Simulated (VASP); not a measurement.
Wanted: the native input for a VASP 6.6.1 run.

| Item | Value |
| --- | --- |
| Task | relaxation of cell and atoms |
| Functional | PBE |
| Potentials or basis | VASP PAW PBE potentials, release 64 (Cs_sv, Zn) |
| Cutoff | 600 eV |
| k mesh | 8 × 8 × 8 |
| Occupations | fermi-dirac, width 0.05 eV |
| Spin | no spin polarisation |
| Dipole correction | no |
| Further INCAR settings | ALGO = Normal; EDIFF = 1e-07; IBRION = 2; EDIFFG = -0.005; NSW = 32; ISIF = 3 |

The structure of CsZn (CsCl type) lies in POSCAR:

```
CsZn
1.0
    4.5860445664      0.0000000000      0.0000000000
    0.0000000000      4.5860445664      0.0000000000
    0.0000000000      0.0000000000      4.5860445664
Cs Zn
1 1
Direct
    0.0000000000      0.0000000000      0.0000000000
    0.5000000000      0.5000000000      0.5000000000
```

The input as run:

INCAR

```
SYSTEM = CsZn
PREC = Accurate
ENCUT = 600
EDIFF = 1E-7
ISMEAR = -1
SIGMA = 0.05
LREAL = .False.
LASPH = .True.
NELM = 100
ALGO = Normal
ISIF = 3
LWAVE = .False.
LCHARG = .False.
GGA = PE
IBRION = 2
NSW = 32
EDIFFG = -0.005
```

KPOINTS

```
Automatic mesh
0
Gamma
  8 8 8
  0 0 0
```

Potentials or basis: VASP PAW PBE potentials, release 64 (Cs_sv, Zn).

Run with:

```console
$ cat potpaw_PBE.64/Cs_sv/POTCAR potpaw_PBE.64/Zn/POTCAR > POTCAR
$ mpirun -np 1 vasp_std > vasp.out
```

Results of the run:

```json
{
 "Relaxed volume": "47.93 Å³/atom",
 "Relaxed cell": "a = 4.577 Å, b = 4.577 Å, c = 4.577 Å, α = 90.00°, β = 90.00°, γ = 90.00°",
 "Space group after relaxing (to 0.05 Å)": "Pm-3m (No. 221)",
 "Energy gained by relaxing": "0.0 meV/atom",
 "Ionic steps": "3",
 "Pressure after relaxing": "0.0 GPa"
}
```

Wall time 2.5 min on 1 thread of Intel Xeon 8259CL, on a shared host, peak memory 0.29 GiB.
